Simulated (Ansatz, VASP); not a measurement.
## Cd in VASP and in Ansatz

The input INCAR:

```
SYSTEM = Cd
PREC     = Accurate       ! precision mode
ENCUT    = 520            ! plane-wave cutoff, eV
EDIFF    = 1E-6           ! SCF threshold, eV
ISMEAR   = 0              ! smearing method
SIGMA    = 0.1            ! smearing width, eV
LREAL    = .FALSE.        ! projectors in reciprocal space
LASPH    = .TRUE.         ! aspherical terms in the spheres
NELM     = 60             ! most SCF steps
ALGO     = Normal         ! electronic algorithm
ISIF     = 2              ! what is computed and relaxed
LWAVE    = .FALSE.        ! write WAVECAR
LCHARG   = .FALSE.        ! write CHGCAR
GGA      = PE             ! functional
NBANDS   = 12             ! bands
```

File KPOINTS:

```
Automatic mesh
0
G
  16 16 16
  0 0 0
```

File POSCAR:

```
Cd
1.0
   -1.8178143560      1.8178143560      1.8178143560
    1.8178143560     -1.8178143560      1.8178143560
    1.8178143560      1.8178143560     -1.8178143560
Cd
1
Direct
    0.0000000000      0.0000000000      0.0000000000
```

Input for Ansatz:

```yaml
crystal:
  lattice:
    - [-1.817814356, 1.817814356, 1.817814356]
    - [1.817814356, -1.817814356, 1.817814356]
    - [1.817814356, 1.817814356, -1.817814356]
  atoms:
    - { symbol: Cd, position: [0.0, 0.0, 0.0] }
basis:
  ecutwfc: 420
kpoints:
  mp_grid: { grid: [16, 16, 16] }
hamiltonian:
  xc: pbe
scf:
  occupations: { method: gaussian, width: 0.1 }
output:
  forces: true
  stress: true
  eigenvalues: true
```

Alike in both runs: task single point; functional PBE; k mesh 16 × 16 × 16; occupations gaussian, width 0.1 eV; no spin polarisation.

```csv
,VASP,Ansatz
version,VASP 6.6.1,Ansatz 0.2.0
potentials or method,"VASP PAW PBE potentials, release 64 (Cd), cutoff 520 eV","scalar-relativistic, plane waves, PAW"
valence electrons in the cell,12,20
```

|  | VASP | Ansatz | Ansatz less VASP |
| --- | --- | --- | --- |
| gap on the k mesh at the Fermi level (eV) | none | none | - |
| pressure (GPa) | -0.9 | -1.0 | -0.18 |

A gap of «none» marks a metal or a gap that the smearing closes. The functional is the same, so the differences come from potentials, cutoffs and numerics. VASP's potentials hold 12 valence electrons a cell and Ansatz's 20, so a difference there can come from the potentials and not from the codes.
